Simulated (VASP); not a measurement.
Here is a VASP 6.6.1 calculation.

The input POSCAR:

```
SiC
1.0
    3.0784853154      0.0000000000      0.0000000000
   -1.5392426577      2.6660464883      0.0000000000
    0.0000000000      0.0000000000     15.1062323733
Si C
6 6
Direct
    0.0000000000      0.0000000000     -0.0000380871
    0.3333333333      0.6666666667      0.1666965617
    0.6666666667      0.3333333333      0.3331794678
    0.0000000000      0.0000000000      0.4999619129
    0.6666666667      0.3333333333      0.6666965617
    0.3333333333      0.6666666667      0.8331794678
    0.0000000000      0.0000000000      0.1253193156
    0.3333333333      0.6666666667      0.2916868221
    0.6666666667      0.3333333333      0.4581559200
    0.0000000000      0.0000000000      0.6253193156
    0.6666666667      0.3333333333      0.7916868221
    0.3333333333      0.6666666667      0.9581559200
```

The input INCAR.step1:

```
PREC = Accurate ; ENCUT = 660
ISMEAR = 0 ; SIGMA = 0.01
LREAL = False ; LASPH = True
NELM = 120 ; NBANDS = 36
GGA = PE ; ALGO = Normal
EDIFF = 1E-5 ; LWAVE = True
LCHARG = False ; GGA_COMPAT = False
```

Contents of INCAR.step2:

```
PREC = Accurate ; ENCUT = 660
EDIFF = 1E-6 ; ISMEAR = 0
SIGMA = 0.01 ; LREAL = False
LASPH = True ; NELM = 120
ALGO = Normal ; ISIF = 2
LWAVE = False ; LCHARG = False
METAGGA = R2SCAN ; LMIXTAU = True
NBANDS = 36 ; ISTART = 1
GGA_COMPAT = False
```

The input KPOINTS:

```
regular mesh
0
Gamma
  8 8 2
```

Potentials or basis: VASP PAW PBE potentials, release 64 (Si, C).

Launch:

```console
$ cat potpaw_PBE.64/Si/POTCAR potpaw_PBE.64/C/POTCAR > POTCAR
$ cp INCAR.step1 INCAR
$ mpirun -np 1 vasp_std > vasp.out
$ cp INCAR.step2 INCAR
$ mpirun -np 1 vasp_std > vasp.out
```

Task: Predict the band gap on the k mesh.

Result: 2.40 eV (least direct gap 3.56 eV).

Task: What does it give for the pressure?

Result: -0.4 GPa.

Caveat: the PAW data sets were made with another functional, which shifts forces and pressure a little. A k mesh can miss the band edges.
